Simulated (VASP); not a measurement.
# Ir (Fd-3m) in VASP: a series of runs

The runs below take Ir through single point, with PBE.

All numbers are computed with VASP 6.6.1; they aren't measurements. Logs are shortened: lines on timing, memory, paths and dates and some standing lists are left out, and cuts for length are marked.

### Step 1. The cell of the first run

The structure is cubic, space group Fd-3m (No. 227). The conventional cell has a = 4.643 Å, b = 4.643 Å, c = 4.643 Å, α = 90.00°, β = 90.00°, γ = 90.00°. Ir (site symmetry -43m) has 4 Ir at 2.01 Å within 2.7 Å.

### Step 2. Single point, PBE (volume scaled by 0.58)

INCAR

```
SYSTEM = Ir
ALGO = Normal
EDIFF = 1E-7
ENCUT = 520
GGA = PE
ISIF = 2
ISMEAR = -1
LASPH = .True.
LCHARG = .False.
LREAL = .False.
LWAVE = .False.
NBANDS = 16
NELM = 100
PREC = Accurate
SIGMA = 0.05
```

KPOINTS

```
k-points
0
Gamma
  14 14 14
  0 0 0
```

POSCAR

```
Ir
1.0
    0.0000000000      2.3214577007      2.3214577007
    2.3214577007      0.0000000000      2.3214577007
    2.3214577007      2.3214577007      0.0000000000
Ir
2
Direct
   -0.1250000000     -0.1250000000     -0.1250000000
    0.1250000000      0.1250000000      0.1250000000
```

Potentials or basis: VASP PAW PBE potentials, release 64 (Ir).

The run is started by

```bash
$ cat potpaw_PBE.64/Ir/POTCAR > POTCAR
$ mpirun -np 1 vasp_std > vasp.out
```

OUTCAR:

```text
SYSTEM = Ir
   EDIFF = 1E-7
   ENCUT = 520
   GGA = PE
   ISIF = 2
   ISMEAR = -1
   LASPH = .True.
   LREAL = .False.
   NELM = 100
   PREC = Accurate

 ion  position               nearest neighbor table
   1  0.875  0.875  0.875-   2 2.01   2 2.01   2 2.01   2 2.01
   2  0.125  0.125  0.125-   1 2.01   1 2.01   1 2.01   1 2.01

  LATTYP: Found a face centered cubic cell.
 ALAT       =     4.6429154014

  Lattice vectors:

 A1 = (   0.0000000000,   2.3214577007,   2.3214577007)
 A2 = (   2.3214577007,   0.0000000000,   2.3214577007)
 A3 = (   2.3214577007,   2.3214577007,   0.0000000000)

Analysis of symmetry for initial positions (statically):
=====================================================================
 Subroutine PRICEL returns:
 Original cell was already a primitive cell.

 Routine SETGRP: Setting up the symmetry group for a
 face centered cubic supercell.

 Subroutine GETGRP returns: Found 48 space group operations
 (whereof 12 operations were pure point group operations)
 out of a pool of 48 trial point group operations.

The static configuration has the point symmetry D_3d.
 The point group associated with its full space group is O_h .

Analysis of symmetry for dynamics (positions and initial velocities):
=====================================================================
 Subroutine PRICEL returns:
 Original cell was already a primitive cell.

 Routine SETGRP: Setting up the symmetry group for a
 face centered cubic supercell.

 Subroutine GETGRP returns: Found 48 space group operations
 (whereof 12 operations were pure point group operations)
 out of a pool of 48 trial point group operations.

The dynamic configuration has the point symmetry D_3d.
 The point group associated with its full space group is O_h .

 Subroutine INISYM returns: Found 48 space group operations
 (whereof 12 operations are pure point group operations),
 and found     1 'primitive' translations

----------------------------------------------------------------------------------------

                                     Primitive cell

  volume of cell :      25.0214

  direct lattice vectors                    reciprocal lattice vectors
     0.000000000  2.321457701  2.321457701    -0.215381913  0.215381913  0.215381913
     2.321457701  0.000000000  2.321457701     0.215381913 -0.215381913  0.215381913
     2.321457701  2.321457701  0.000000000     0.215381913  0.215381913 -0.215381913

  length of vectors
     3.283036965  3.283036965  3.283036965     0.373052416  0.373052416  0.373052416

  position of ions in fractional coordinates (direct lattice)
     0.875000000  0.875000000  0.875000000
     0.125000000  0.125000000  0.125000000

  ion indices of the primitive-cell ions
   primitive index   ion index
                 1           1
                 2           2

----------------------------------------------------------------------------------------

 KPOINTS: k-points

Automatic generation of k-mesh.
 Grid dimensions read from file:
 generate k-points for:   14   14   14

 Generating k-lattice:

  Cartesian coordinates                     Fractional coordinates (reciprocal lattice)
    -0.015384422  0.015384422  0.015384422     0.071428571  0.000000000  0.000000000
     0.015384422 -0.015384422  0.015384422     0.000000000  0.071428571  0.000000000
     0.015384422  0.015384422 -0.015384422     0.000000000  0.000000000  0.071428571

  Length of vectors
     0.026646601  0.026646601  0.026646601

  Shift w.r.t. Gamma in fractional coordinates (k-lattice)
     0.000000000  0.000000000  0.000000000

 Subroutine IBZKPT returns following result:
 ===========================================

 Found    104 irreducible k-points:

 Following reciprocal coordinates:
            Coordinates               Weight
  0.000000  0.000000  0.000000      1.000000
  0.071429  0.000000  0.000000      8.000000
  0.142857  0.000000  0.000000      8.000000
  0.214286  0.000000  0.000000      8.000000
  0.285714  0.000000  0.000000      8.000000
  0.357143  0.000000  0.000000      8.000000
[... 16 lines left out ...]
  0.214286  0.142857  0.000000     24.000000
  0.285714  0.142857  0.000000     24.000000
 [... further k-points ...]
   k-points           NKPTS =    104   k-points in BZ     NKDIM =    104   number of bands    NBANDS=     16
   number of dos      NEDOS =    301   number of ions     NIONS =      2
   total plane-waves  NPLWV =  13824
   dimension x,y,z NGX =    24 NGY =   24 NGZ =   24
   dimension x,y,z NGXF=    48 NGYF=   48 NGZF=   48
   ions per type =               2
   NGX,Y,Z   is equivalent  to a cutoff of  12.15, 12.15, 12.15 a.u.
   NGXF,Y,Z  is equivalent  to a cutoff of  24.31, 24.31, 24.31 a.u.
 SYSTEM =  Ir
   PREC   = accura    normal or accurate (medium, high low for compatibility)
   ISTART =      0    job   : 0-new  1-cont  2-samecut
   ICHARG =      2    charge: 1-file 2-atom 10-const
   ISPIN  =      1    spin polarized calculation?
   LNONCOLLINEAR =      F non collinear calculations
   LSORBIT =      F    spin-orbit coupling
   LASPH  =      T    aspherical Exc in radial PAW
   ENCUT  =  520.0 eV  38.22 Ry    6.18 a.u.   6.10  6.10  6.10*2*pi/ulx,y,z
   NELM   =    100;   NELMIN=  2; NELMDL= -5     # of ELM steps
   EDIFF  = 0.1E-06   stopping-criterion for ELM
   LREAL  =      F    real-space projection
   EDIFFG = 0.1E-05   stopping-criterion for IOM
   NSW    =      0    number of steps for IOM
   IBRION =     -1    ionic relax: 0-MD 1-quasi-New 2-CG
   NFREE  =      0    steps in history (QN), initial steepest desc. (CG)
   ISIF   =      2    stress and relaxation
   ISYM   =      2    0-nonsym 1-usesym 2-fastsym
   POTIM  = 0.5000    time-step for ionic-motion
   TEBEG  =    0.0;   TEEND  =   0.0 temperature during run
   PSTRESS=    0.0 pullay stress
   NELECT =      18.0000    total number of electrons
   NUPDOWN=      -1.0000    fix difference up-down
   EMIN   =  10.00;   EMAX   =-10.00  energy-range for DOS
   EFERMI =   0.00;   METHOD = LEGACY
   ISMEAR =    -1;   SIGMA  =   0.05  broadening in eV -4-tet -1-fermi 0-gaus
   EFERMI_NEDOS =   21; number of points for ismear=-14 and -15
   IALGO  =     38    algorithm
   IMIX   =      4    mixing-type and parameters
     AMIX     =   0.40;   BMIX     =  1.00
     AMIX_MAG =   1.60;   BMIX_MAG =  1.00
  volume/ion in A,a.u.               =      12.51        84.43
  Fermi-wavevector in a.u.,A,eV,Ry     =   1.466881  2.772003 29.276199  2.151740
  Thomas-Fermi vector in A             =   2.582565
   LORBIT       =      0    0 simple, 1 ext, 2 COOP (PROOUT), +10 PAW based schemes
   GGA     = PE    functional components
   LHFCALC =     F    Hartree Fock is set to
   AEXX    =    0.0000 exact exchange contribution
   IVDW    =     0    specifies the selected vdW correction
   LEPSILON=     F    determine dielectric tensor
   LRPA    =     F    only Hartree local field effects (RPA)
 non-spin polarized calculation
  energy-cutoff  :      520.00
  volume of cell :       25.02
 maximum number of plane-waves:       692
   NGX = 13   NGY = 13   NGZ = 13

 number of electron      17.9999999 magnetization

 Free energy of the ion-electron system (eV)
  ---------------------------------------------------
  ext. energy  EPLUGINS =         0.00000000
  ---------------------------------------------------
  free energy    TOTEN  =        -4.13208487 eV

  energy without entropy =       -4.12460354  energy(sigma->0) =       -4.12834421

 E-fermi :  13.6103     XC(G=0): -14.2619

 val. band max:       13.6003375335   @ k =  -0.2857   0.3571   0.1429
 cond. band min:      13.6117970948   @ k =   0.2857   0.2143   0.0000
 fundamental gap:      0.0114595613
 Fermi energy:        13.6103225422

 k-point     1 :       0.0000    0.0000    0.0000
  band No.  band energies     occupation
      1       1.1553      2.00000
      2       3.3971      2.00000
      3       3.3971      2.00000
      4       5.6060      2.00000
      5       5.6060      2.00000
      6       5.6060      2.00000
[... 8 lines left out ...]
     15      26.8488      0.00000
     16      28.0438      0.00000

 k-point     2 :       0.0714    0.0000    0.0000
  band No.  band energies     occupation
      1       1.3170      2.00000
      2       3.3279      2.00000
      3       3.3279      2.00000
      4       5.5663      2.00000
      5       5.7449      2.00000
      6       5.7449      2.00000
[... 8 lines left out ...]
     15      27.7700      0.00000
     16      28.3539      0.00000

 k-point     3 :       0.1429    0.0000    0.0000
  band No.  band energies     occupation
      1       1.7768      2.00000
      2       3.2021      2.00000
      3       3.2021      2.00000
      4       5.4657      2.00000
      5       6.0269      2.00000
      6       6.0269      2.00000
[... 8 lines left out ...]
     15      28.1628      0.00000
     16      29.2712      0.00000

 k-point     4 :       0.2143    0.0000    0.0000
  band No.  band energies     occupation
      1       2.4425      2.00000
      2       3.1414      2.00000
      3       3.1414      2.00000
      4       5.3515      2.00000
      5       6.1843      2.00000
      6       6.1843      2.00000
[... 8 lines left out ...]
     15      27.5787      0.00000
     16      30.6262      0.00000
[... 324 lines left out ...]
 k-point    22 :       0.1429    0.1429    0.0000
  band No.  band energies     occupation
      1       2.0144      2.00000
      2       2.5968      2.00000
      3       3.8416      2.00000
      4       5.5028      2.00000
      5       5.5028      2.00000
      6       6.6985      2.00000
[... 8 lines left out ...]
     15      29.3288      0.00000
     16      29.9099      0.00000

 k-point    23 :       0.2143    0.1429    0.0000
  band No.  band energies     occupation
      1       2.3835      2.00000
      2       2.5539      2.00000
      3       4.0091      2.00000
      4       5.3756      2.00000
      5       5.4894      2.00000
      6       7.1150      2.00000
[... 8 lines left out ...]
     15      28.5864      0.00000
     16      30.0216      0.00000

 k-point    24 :       0.2857    0.1429    0.0000
  band No.  band energies     occupation
      1       2.3023      2.00000
      2       3.1938      2.00000
      3       4.1501      2.00000
      4       5.1781      2.00000
      5       5.4100      2.00000
      6       7.2231      2.00000
[... 8 lines left out ...]
     15      28.1964      0.00000
     16      29.0102      0.00000

 [... further k-points ...]
[... 5 lines left out ...]
  --------------------------------------------------------------------------------------
  -------------------------------------------------------------------------------------
  Total       51.1948828     51.1948828     51.1948828      0.0000000      0.0000000      0.0000000
  in kB     3278.1197566   3278.1197566   3278.1197566      0.0000000      0.0000000      0.0000000
  external PRESSURE =    3278.1197566 kB  Pullay stress =       0.0000000 kB

 VOLUME and BASIS-vectors are now :
 -----------------------------------------------------------------------------
  energy-cutoff  :      520.00
  volume of cell :       25.02
      direct lattice vectors                 reciprocal lattice vectors
     0.000000000  2.321457701  2.321457701    -0.215381913  0.215381913  0.215381913
     2.321457701  0.000000000  2.321457701     0.215381913 -0.215381913  0.215381913
     2.321457701  2.321457701  0.000000000     0.215381913  0.215381913 -0.215381913

 POSITION                                       TOTAL-FORCE (eV/Angst)
 -----------------------------------------------------------------------------------
      4.06255      4.06255      4.06255         0.000000      0.000000      0.000000
      0.58036      0.58036      0.58036        -0.000000     -0.000000     -0.000000
 -----------------------------------------------------------------------------------
    total drift:                                0.000000      0.000000      0.000000

  FREE ENERGIE OF THE ION-ELECTRON SYSTEM (eV)
  ---------------------------------------------------
  free  energy   TOTEN  =        -4.1320848749 eV

  energy  without entropy=       -4.1246035440  energy(sigma->0) =       -4.12834421
```

Run time: 12 s. Hardware: 1 thread of Intel Xeon 6975P-C, shared host; peak memory 0.17 GiB.

Results:

```
Free energy            : -4.1321 eV
Pressure               : 327.8 GPa
Band gap on the k mesh : zero (band 9 reaches 16.02 eV, above the bottom of band 10 at 12.63 eV)
```

Caveat: spin-orbit coupling is left out, which moves the levels of the heavy elements.

### Step 3. Single point, PBE (volume scaled by 0.68)

INCAR

```
PREC = Accurate
ENCUT = 520
EDIFF = 1E-7
ISMEAR = -1
SIGMA = 0.05
LREAL = False
LASPH = True
NELM = 80
ALGO = Normal
ISIF = 2
LWAVE = False
LCHARG = False
GGA = PE
NBANDS = 16
```

KPOINTS

```
regular mesh
0
Gamma
  14 14 14
```

POSCAR

```
Ir
1.0
    0.0000000000      2.4478666069      2.4478666069
    2.4478666069      0.0000000000      2.4478666069
    2.4478666069      2.4478666069      0.0000000000
Ir
2
Direct
   -0.1250000000     -0.1250000000     -0.1250000000
    0.1250000000      0.1250000000      0.1250000000
```

Potentials or basis: VASP PAW PBE potentials, release 64 (Ir).

The run is started by

```bash
$ cat potpaw_PBE.64/Ir/POTCAR > POTCAR
$ mpirun -np 1 vasp_std > vasp.out
```

Wall time 25 s (1 thread of Intel Xeon 6975P-C, shared host); peak memory 0.19 GiB.

Results (log left out):

```
Free energy            : -10.6012 eV
Pressure               : 168.4 GPa
Band gap on the k mesh : zero (band 9 reaches 12.71 eV, above the bottom of band 10 at 10.05 eV)
```

Levels at points of the mesh, in eV from the Fermi level:
```csv
k point,band 7,band 8,band 9,band 10,band 11,band 12
"(0.00, 0.00, 0.00)",-2.68,-2.68,-2.68,1.96,1.96,11.70
"(0.50, 0.00, 0.00)",-3.15,-1.22,-1.22,0.76,0.76,2.32
"(0.50, 0.50, 0.00)",-4.16,-4.16,1.22,1.22,2.98,2.98
```

Caveat: spin-orbit coupling is left out, which moves the levels of the heavy elements.

### Step 4. Single point, PBE (volume scaled by 0.68)

INCAR

```
SYSTEM = Ir
ALGO = Normal
EDIFF = 1E-6
ENCUT = 520
GGA = PE
ISIF = 2
ISMEAR = -1
LASPH = .TRUE.
LCHARG = .FALSE.
LREAL = .FALSE.
LWAVE = .FALSE.
NBANDS = 16
NELM = 80
PREC = Accurate
SIGMA = 0.05
```

KPOINTS

```
k-points
0
G
  14 14 14
  0 0 0
```

POSCAR is that of step 3.

The run is started by

```bash
$ cat potpaw_PBE.64/Ir/POTCAR > POTCAR
$ mpirun -np 1 vasp_std > vasp.out
```

Run time: 27 s. Hardware: 1 thread of Intel Xeon 6975P-C, shared host; peak memory 0.18 GiB.

Results (log left out):

```
Free energy            : -10.6012 eV
Pressure               : 168.4 GPa
Band gap on the k mesh : zero (band 9 reaches 12.71 eV, above the bottom of band 10 at 10.05 eV)
```

Levels at points of the mesh, in eV from the Fermi level:
```csv
k point,band 5,band 6,band 7,band 8,band 9,band 10,band 11,band 12,band 13,band 14
"(0.00, 0.00, 0.00)",-6.95,-6.95,-2.68,-2.68,-2.68,1.96,1.96,11.70,12.97,13.13
"(0.50, 0.00, 0.00)",-7.58,-7.58,-3.15,-1.22,-1.22,0.76,0.76,2.32,9.90,12.20
"(0.50, 0.50, 0.00)",-4.62,-4.62,-4.16,-4.16,1.22,1.22,2.98,2.98,4.26,4.26
```

Caveat: spin-orbit coupling is left out, which moves the levels of the heavy elements.
